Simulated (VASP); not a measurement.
Set up this calculation in VASP 6.6.1, as the native input.

```
Task                   : single point
Functional             : PBE
Potentials or basis    : VASP PAW PBE potentials, release 64 (C)
Cutoff                 : 520 eV
k mesh                 : 10 × 10 × 10
Occupations            : gaussian, width 0.01 eV
Spin                   : no spin polarisation
Dipole correction      : no
Further INCAR settings : ALGO = Normal; EDIFF = 1e-06; NBANDS = 11
```

The structure of C lies in POSCAR:

```
C
1.0
    0.0000000000      1.7833700000      1.7833700000
    1.7833700000      0.0000000000      1.7833700000
    1.7833700000      1.7833700000      0.0000000000
C
2
Direct
    0.0000000000      0.0000000000      0.0000000000
    0.2500000000      0.2500000000      0.2500000000
```

One way to write it, as run:

INCAR

```
SYSTEM = C
  PREC = Accurate
  ENCUT = 520
  EDIFF = 1E-6
  ISMEAR = 0
  SIGMA = 0.01
  LREAL = .FALSE.
  LASPH = .TRUE.
  NELM = 80
  ALGO = Normal
  ISIF = 2
  LWAVE = .FALSE.
  LCHARG = .TRUE.
  GGA = PE
  LELF = .TRUE.
  LVHAR = .TRUE.
  NBANDS = 11
```

KPOINTS

```
regular mesh
0
G
  10 10 10
  0 0 0
```

Potentials or basis: VASP PAW PBE potentials, release 64 (C).

Launch:

```sh
$ cat potpaw_PBE.64/C/POTCAR > POTCAR
$ mpirun -np 1 vasp_std > vasp.out
```

It gave:

```yaml
Pressure: 2.5 GPa
Band_gap_on_the_k_mesh: 4.17 eV, indirect (least direct gap 5.59 eV)
```

Wall time 6 s on 1 thread of Intel(R) Xeon(R) Platinum 8375C CPU @ 2.90GHz (Ice Lake) (shared host), peak memory 0.12 GiB.
